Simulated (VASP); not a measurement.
Wanted: the native input for a VASP 6.6.1 run.

```
Task                   : single point
Functional             : r2SCAN
Potentials or basis    : VASP PAW PBE potentials, release 64 (Ru_pv)
Cutoff                 : 520 eV
k mesh                 : 15 × 15 × 8
Occupations            : gaussian, width 0.1 eV
Spin                   : no spin polarisation
Dipole correction      : no
Further INCAR settings : ALGO = Normal; EDIFF = 1e-06; NBANDS = 21
```

Ru:

```xyz
2
Lattice="2.7023 0.0000 0.0000 -1.3512 2.3403 0.0000 0.0000 0.0000 4.2660" Properties=species:S:1:pos:R:3 pbc="T T T"
Ru    0.0000    1.5602    1.0665
Ru    1.3512    0.7801    3.1995
```

These files were run (other wordings do the same):

POSCAR

```
Ru
1.0
    2.7023482466      0.0000000000      0.0000000000
   -1.3511741233      2.3403022314      0.0000000000
    0.0000000000      0.0000000000      4.2659655348
Ru
2
Direct
    0.3333333333      0.6666666667      0.2500000000
    0.6666666667      0.3333333333      0.7500000000
```

INCAR.step1

```
PREC = Accurate
ENCUT = 520
ISMEAR = 0
SIGMA = 0.1
LREAL = False
LASPH = True
NELM = 80
NBANDS = 21
GGA = PE
ALGO = Normal
EDIFF = 1E-4
LWAVE = True
LCHARG = False
```

INCAR.step2

```
PREC = Accurate
ENCUT = 520
EDIFF = 1E-6
ISMEAR = 0
SIGMA = 0.1
LREAL = False
LASPH = True
NELM = 80
ALGO = Normal
ISIF = 2
LWAVE = False
LCHARG = False
METAGGA = R2SCAN
LMIXTAU = True
NBANDS = 21
ISTART = 1
```

KPOINTS

```
Automatic mesh
0
Gamma
  15 15 8
```

Potentials or basis: VASP PAW PBE potentials, release 64 (Ru_pv).

Launch:

```sh
$ cat potpaw_PBE.64/Ru_pv/POTCAR > POTCAR
$ cp INCAR.step1 INCAR
$ mpirun -np 1 vasp_std > vasp.out
$ cp INCAR.step2 INCAR
$ mpirun -np 1 vasp_std > vasp.out
```

Results of the run:

```json
{
  "Pressure": "1.5 GPa",
  "Band gap on the k mesh": "zero (bands 14 and 15 overlap by 3.23 eV)"
}
```

Caveat: the PAW data sets were made with another functional, which shifts forces and pressure a little.

Wall time 2.8 min on 1 thread of Intel(R) Xeon(R) Platinum 8259CL CPU @ 2.50GHz (Skylake/Cascade Lake) (shared host), peak memory 0.18 GiB.
